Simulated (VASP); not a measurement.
# Hf (P6_3/mmc) in VASP: a series of runs, part 2 of 2

VASP 6.6.1. The steps go on from the part before.

### Step 3. Electric field gradients, PBE (volume scaled by 1.06)

The input, INCAR:

```
ALGO = Normal ; EDIFF = 1E-8
ENCUT = 520 ; GGA = PE
ISIF = 2 ; ISMEAR = -1
LASPH = True ; LCHARG = False
LEFG = True ; LREAL = False
LWAVE = False ; NBANDS = 17
NELM = 80 ; PREC = Accurate
SIGMA = 0.05
```

The input, KPOINTS:

```
k-points
0
Gamma
  13 13 7
```

The input, POSCAR:

```
Hf
1.0
    3.2593948047      0.0000000000      0.0000000000
   -1.6296974024      2.8227187018      0.0000000000
    0.0000000000      0.0000000000      5.1569977332
Hf
2
Direct
    0.3333333333      0.6666666667      0.2500000000
    0.6666666667      0.3333333333      0.7500000000
```

Potentials or basis: VASP PAW PBE potentials, release 64 (Hf_pv).

Run with:

```sh
cat potpaw_PBE.64/Hf_pv/POTCAR > POTCAR
mpirun -np 1 vasp_std > vasp.out
```

OUTCAR:

```text
EDIFF = 1E-8
   ENCUT = 520
   GGA = PE
   ISIF = 2
   ISMEAR = -1
   LASPH = True
   LREAL = False
   NELM = 80
   PREC = Accurate

 ion  position               nearest neighbor table
   1  0.333  0.667  0.250-   2 3.19   2 3.19   2 3.19   2 3.19   2 3.19   2 3.19
   2  0.667  0.333  0.750-   1 3.19   1 3.19   1 3.19   1 3.19   1 3.19   1 3.19

  LATTYP: Found a hexagonal cell.
 ALAT       =     3.2593948047
 C/A-ratio  =     1.5821948681

  Lattice vectors:

 A1 = (   3.2593948047,   0.0000000000,   0.0000000000)
 A2 = (  -1.6296974024,   2.8227187018,   0.0000000000)
 A3 = (   0.0000000000,   0.0000000000,   5.1569977332)

Analysis of symmetry for initial positions (statically):
=====================================================================
 Subroutine PRICEL returns:
 Original cell was already a primitive cell.

 Routine SETGRP: Setting up the symmetry group for a
 hexagonal supercell.

 Subroutine GETGRP returns: Found 24 space group operations
 (whereof 12 operations were pure point group operations)
 out of a pool of 24 trial point group operations.

The static configuration has the point symmetry D_3d.
 The point group associated with its full space group is D_6h.

Analysis of symmetry for dynamics (positions and initial velocities):
=====================================================================
 Subroutine PRICEL returns:
 Original cell was already a primitive cell.

 Routine SETGRP: Setting up the symmetry group for a
 hexagonal supercell.

 Subroutine GETGRP returns: Found 24 space group operations
 (whereof 12 operations were pure point group operations)
 out of a pool of 24 trial point group operations.

The dynamic configuration has the point symmetry D_3d.
 The point group associated with its full space group is D_6h.

 Subroutine INISYM returns: Found 24 space group operations
 (whereof 12 operations are pure point group operations),
 and found     1 'primitive' translations

----------------------------------------------------------------------------------------

                                     Primitive cell

  volume of cell :      47.4462

  direct lattice vectors                    reciprocal lattice vectors
     3.259394805  0.000000000  0.000000000     0.306805422  0.177134193  0.000000000
    -1.629697402  2.822718702  0.000000000     0.000000000  0.354268386  0.000000000
     0.000000000  0.000000000  5.156997733     0.000000000  0.000000000  0.193911274

  length of vectors
     3.259394805  3.259394805  5.156997733     0.354268386  0.354268386  0.193911274

  position of ions in fractional coordinates (direct lattice)
     0.333333333  0.666666667  0.250000000
     0.666666667  0.333333333  0.750000000

  ion indices of the primitive-cell ions
   primitive index   ion index
                 1           1
                 2           2

[... 77 lines left out ...]
   ISIF   =      2    stress and relaxation
   ISYM   =      2    0-nonsym 1-usesym 2-fastsym
   POTIM  = 0.5000    time-step for ionic-motion
   TEBEG  =    0.0;   TEEND  =   0.0 temperature during run
   PSTRESS=    0.0 pullay stress
   NELECT =      20.0000    total number of electrons
   NUPDOWN=      -1.0000    fix difference up-down
   EMIN   =  10.00;   EMAX   =-10.00  energy-range for DOS
   EFERMI =   0.00;   METHOD = LEGACY
   ISMEAR =    -1;   SIGMA  =   0.05  broadening in eV -4-tet -1-fermi 0-gaus
   EFERMI_NEDOS =   21; number of points for ismear=-14 and -15
   IALGO  =     38    algorithm
   IMIX   =      4    mixing-type and parameters
     AMIX     =   0.40;   BMIX     =  1.00
     AMIX_MAG =   1.60;   BMIX_MAG =  1.00
  volume/ion in A,a.u.               =      23.72       160.09
  Fermi-wavevector in a.u.,A,eV,Ry     =   1.227489  2.319618 20.500301  1.506730
  Thomas-Fermi vector in A             =   2.362451
   LORBIT       =      0    0 simple, 1 ext, 2 COOP (PROOUT), +10 PAW based schemes
   GGA     = PE    functional components
   LHFCALC =     F    Hartree Fock is set to
   AEXX    =    0.0000 exact exchange contribution
   IVDW    =     0    specifies the selected vdW correction
   LEPSILON=     F    determine dielectric tensor
   LRPA    =     F    only Hartree local field effects (RPA)
 non-spin polarized calculation
  energy-cutoff  :      520.00
  volume of cell :       47.45
 maximum number of plane-waves:      1296
   NGX = 13   NGY = 13   NGZ = 19

 number of electron      19.9999999 magnetization

 Free energy of the ion-electron system (eV)
  ---------------------------------------------------
  ext. energy  EPLUGINS =         0.00000000
  ---------------------------------------------------
  free energy    TOTEN  =       -19.81122003 eV

  energy without entropy =      -19.79806524  energy(sigma->0) =      -19.80464263

 E-fermi :   4.5184     XC(G=0): -11.0196

 val. band max:        4.5160517256   @ k =   0.2308   0.2308   0.4286
 cond. band min:       4.5237631583   @ k =   0.0000   0.0000   0.4286
 fundamental gap:      0.0077114327
 Fermi energy:         4.5183941965

 k-point     1 :       0.0000    0.0000    0.0000
  band No.  band energies     occupation
      1     -26.6165      2.00000
      2     -26.0045      2.00000
      3     -26.0045      2.00000
      4     -25.9068      2.00000
      5     -25.8985      2.00000
      6     -25.8985      2.00000
[... 457 lines left out ...]
      4     -26.0313      2.00000
      5     -25.9366      2.00000
      6     -25.9191      2.00000
[... 9 lines left out ...]
     16       7.1921      0.00000
     17       9.9129      0.00000

 [... further k-points ...]

------------------------ aborting loop because EDIFF is reached ----------------------------------------

  FORCE on cell =-STRESS in cart. coord.  units (eV):
  Direction    XX          YY          ZZ          XY          YZ          ZX
  --------------------------------------------------------------------------------------
  -------------------------------------------------------------------------------------
  Total       -1.5764074     -1.5764074     -1.6962060      0.0000000      0.0000000     -0.0000000
  in kB      -53.2325813    -53.2325813    -57.2779761      0.0000000      0.0000000     -0.0000000
  external PRESSURE =     -54.5810462 kB  Pullay stress =       0.0000000 kB

 VOLUME and BASIS-vectors are now :
 -----------------------------------------------------------------------------
  energy-cutoff  :      520.00
  volume of cell :       47.45
      direct lattice vectors                 reciprocal lattice vectors
     3.259394805  0.000000000  0.000000000     0.306805422  0.177134193  0.000000000
    -1.629697402  2.822718702  0.000000000     0.000000000  0.354268386  0.000000000
     0.000000000  0.000000000  5.156997733     0.000000000  0.000000000  0.193911274

 POSITION                                       TOTAL-FORCE (eV/Angst)
 -----------------------------------------------------------------------------------
     -0.00000      1.88181      1.28925         0.000000     -0.000000      0.000000
      1.62970      0.94091      3.86775        -0.000000      0.000000      0.000000
 -----------------------------------------------------------------------------------
    total drift:                                0.000000     -0.000000      0.000000

  FREE ENERGIE OF THE ION-ELECTRON SYSTEM (eV)
  ---------------------------------------------------
  free  energy   TOTEN  =       -19.8112200297 eV

  energy  without entropy=      -19.7980652380  energy(sigma->0) =      -19.80464263

 Electric field gradients (V/A^2)
---------------------------------------------------------------------
 ion       V_xx      V_yy      V_zz      V_xy      V_xz      V_yz
---------------------------------------------------------------------
   1     -33.518   -33.518    67.036     0.000    -0.000     0.000
   2     -33.518   -33.518    67.036     0.000     0.000    -0.000
---------------------------------------------------------------------

 Electric field gradients after diagonalization (V/A^2)
 (convention: |V_zz| > |V_xx| > |V_yy|)
----------------------------------------------------------------------
 ion       V_xx      V_yy      V_zz     asymmetry (V_yy - V_xx)/ V_zz
----------------------------------------------------------------------
   1     -33.519   -33.518    67.036       0.000
   2     -33.519   -33.518    67.036       0.000
----------------------------------------------------------------------

           NMR quadrupolar parameters

 Cq : quadrupolar parameter    Cq=e*Q*V_zz/h
 eta: asymmetry parameters     (V_yy - V_xx)/ V_zz
 Q  : nuclear electric quadrupole moment in mb (millibarn)
----------------------------------------------------------------------
 ion       Cq(MHz)       eta       Q (mb)
----------------------------------------------------------------------
   1       0.162       0.000       1.000
   2       0.162       0.000       1.000
----------------------------------------------------------------------
```

OSZICAR:

```text
N       E                     dE             d eps       ncg     rms          rms(c)
DAV:   1     0.491714504652E+02    0.49171E+02   -0.11369E+04  2856   0.111E+03
DAV:   2    -0.187312478630E+02   -0.67903E+02   -0.66343E+02  3778   0.246E+02
DAV:   3    -0.205843650345E+02   -0.18531E+01   -0.18411E+01  3604   0.270E+01
DAV:   4    -0.206011637613E+02   -0.16799E-01   -0.16770E-01  3732   0.310E+00
DAV:   5    -0.206013576006E+02   -0.19384E-03   -0.19381E-03  3684   0.288E-01    0.623E+01
DAV:   6    -0.200199088329E+02    0.58145E+00   -0.57194E-01  3465   0.475E+00    0.369E+01
DAV:   7    -0.198233672641E+02    0.19654E+00   -0.95362E-01  3509   0.586E+00    0.184E+00
DAV:   8    -0.198111364852E+02    0.12231E-01   -0.63771E-02  3356   0.160E+00    0.370E-01
DAV:   9    -0.198112343032E+02   -0.97818E-04   -0.12996E-03  3927   0.260E-01    0.194E-01
DAV:  10    -0.198112160263E+02    0.18277E-04   -0.59143E-05  3377   0.500E-02    0.189E-01
DAV:  11    -0.198112199595E+02   -0.39332E-05   -0.52774E-06  3904   0.171E-02    0.141E-02
DAV:  12    -0.198112200421E+02   -0.82622E-07   -0.38897E-07  3492   0.391E-03    0.180E-03
DAV:  13    -0.198112200739E+02   -0.31775E-07   -0.13366E-08  2909   0.966E-04    0.172E-03
DAV:  14    -0.198112200309E+02    0.42946E-07   -0.84265E-10  1928   0.215E-04    0.215E-04
DAV:  15    -0.198112200297E+02    0.12103E-08   -0.12429E-10  1880   0.825E-05
   1 F= -.19811220E+02 E0= -.19804643E+02  d E =-.131548E-01
```

stdout:

```text
POSCAR found type information on POSCAR Hf
 POSCAR found :  1 types and       2 ions
 scaLAPACK will be used
 LDA part: xc-table for (Slater+PW92), standard interpolation
 POSCAR, INCAR and KPOINTS ok, starting setup
 FFT: planning ... GRIDC
 FFT: planning ... GRID_SOFT
 FFT: planning ... GRID
 WAVECAR not read
 entering main loop
ion   1

ion   2
```

Run time: 18 s. Hardware: 1 thread of Intel Xeon 6975P-C (Granite Rapids), shared host; peak memory 0.19 GiB.

Results:

```yaml
Free_energy: -19.8112 eV
Pressure: -5.5 GPa
Band_gap_on_the_k_mesh: zero (band 10 reaches 5.68 eV, above the bottom of band 11 at 4.11 eV)
```

Electric field gradients, principal values (V/Å²):
| atom | least | middle | greatest (by size) |
| --- | --- | --- | --- |
| 1 Hf | -33.518 | -33.519 | 67.036 |
| 2 Hf | -33.518 | -33.519 | 67.036 |

Caveat: without QUAD_EFG the Cq values of the log hold for a quadrupole moment of 1 mb, not for the nuclei; spin-orbit coupling is left out, which moves the levels of the heavy elements.
